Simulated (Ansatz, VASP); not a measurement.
One calculation of LiF, two programs

Contents of INCAR:

```
SYSTEM = LiF
ALGO = Normal
EDIFF = 1E-6
ENCUT = 520
GGA = CA
ISIF = 2
ISMEAR = 0
LASPH = .True.
LCHARG = .False.
LREAL = .False.
LWAVE = .False.
NBANDS = 18
NELM = 100
PREC = Accurate
SIGMA = 0.05
```

File KPOINTS:

```
k-points
0
Gamma
  9 9 6
  0 0 0
```

The input POSCAR:

```
LiF
1.0
    2.9680706168      0.0000000000      0.0000000000
   -1.4840353084      2.5704245544      0.0000000000
    0.0000000000      0.0000000000      4.8557635292
Li F
2 2
Direct
    0.3333333333      0.6666666667      0.4307693551
    0.6666666667      0.3333333333      0.9307693551
    0.3333333333      0.6666666667      0.9910195924
    0.6666666667      0.3333333333      0.4910195924
```

Input for Ansatz:

```yaml
crystal:
  lattice:
    - [2.9680706168, 0.0, 0.0]
    - [-1.4840353084, 2.5704245544, 0.0]
    - [0.0, 0.0, 4.8557635292]
  atoms:
    - { symbol: Li, position: [0.3333333333, 0.6666666667, 0.4307693551] }
    - { symbol: Li, position: [0.6666666667, 0.3333333333, 0.9307693551] }
    - { symbol: F, position: [0.3333333333, 0.6666666667, 0.9910195924] }
    - { symbol: F, position: [0.6666666667, 0.3333333333, 0.4910195924] }
basis:
  ecutwfc: 520.0
kpoints:
  mp_grid: { grid: [9, 9, 6] }
hamiltonian:
  xc: lda
scf:
  occupations: { method: gaussian, width: 0.05 }
output:
  forces: true
  stress: true
  eigenvalues: true
```

Alike in both runs: task single point; functional LDA; k mesh 9 × 9 × 6; occupations gaussian, width 0.05 eV; no spin polarisation.

|  | VASP | Ansatz |
| --- | --- | --- |
| version | VASP 6.6.1 | Ansatz 0.2.0 |
| potentials or method | VASP PAW LDA potentials, release 64 (Li_sv, F), cutoff 520 eV | scalar-relativistic, plane waves, PAW |
| valence electrons in the cell | 20 | 20 |

Ansatz gave:

| Property | Result |
| --- | --- |
| gap on the k mesh at the Fermi level (eV) | 7.68 |
| least direct gap on the mesh (eV) | 7.68 |
| rms of the force components (eV/Å) | 0.236 |

**Question.** What did VASP give for the same quantities?

**Answer.** gap on the k mesh at the Fermi level (eV): 7.67; least direct gap on the mesh (eV): 7.67; rms of the force components (eV/Å): 0.240.

LDA's correlation is that of Perdew and Zunger in VASP and of Perdew and Wang (1992) in Ansatz. Atom by atom the forces differ by 0.003 eV/Å (rms over components).

Noted on VASP's run: the cutoff is short for stress, so the pressure is rough.
